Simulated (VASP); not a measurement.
Here is a VASP 6.6.1 calculation.

Contents of POSCAR:

```
NiO
1.0
    0.0000000000      2.0859016414      2.0859016414
    2.0859016414      0.0000000000      2.0859016414
    2.0859016414      2.0859016414      0.0000000000
Ni O
1 1
Direct
    0.0000000000      0.0000000000      0.0000000000
    0.5000000000      0.5000000000      0.5000000000
```

The input INCAR.step1:

```
SYSTEM = NiO
ALGO = Normal
EDIFF = 1E-7
ENCUT = 520
GGA = PS
ISIF = 2
ISMEAR = -1
ISPIN = 2
LASPH = .TRUE.
LCHARG = .TRUE.
LMAXMIX = 4
LREAL = .FALSE.
LWAVE = .FALSE.
MAGMOM = 1 0
NBANDS = 19
NELM = 150
PREC = Accurate
SIGMA = 0.05
```

The input KPOINTS.step1:

```
k-points
0
G
  11 11 11
  0 0 0
```

INCAR.step2

```
SYSTEM = NiO
ALGO = Normal
EDIFF = 1E-7
ENCUT = 520
GGA = PS
ICHARG = 11
ISIF = 2
ISMEAR = -5
ISPIN = 2
LASPH = .TRUE.
LCHARG = .FALSE.
LMAXMIX = 4
LORBIT = 11
LREAL = .FALSE.
LWAVE = .FALSE.
MAGMOM = 1 0
NEDOS = 2001
NELM = 150
PREC = Accurate
SIGMA = 0.05
```

KPOINTS.step2

```
k-points
0
G
  17 17 17
  0 0 0
```

Potentials or basis: VASP PAW PBE potentials, release 64 (Ni, O).

Command:

```sh
$ cat potpaw_PBE.64/Ni/POTCAR potpaw_PBE.64/O/POTCAR > POTCAR
$ cp INCAR.step1 INCAR
$ cp KPOINTS.step1 KPOINTS
$ mpirun -np 1 vasp_std > vasp.out
$ cp INCAR.step2 INCAR
$ cp KPOINTS.step2 KPOINTS
$ mpirun -np 1 vasp_std > vasp.out
```

(1) Predict the net moment.

(2) Estimate the site moments.

## Answers

(1) 1.34 μB per cell.

(2) Ni +1.15; O +0.20 μB.

Caveat: a cell with one magnetic atom can't hold antiferromagnetic order, which such compounds often take.
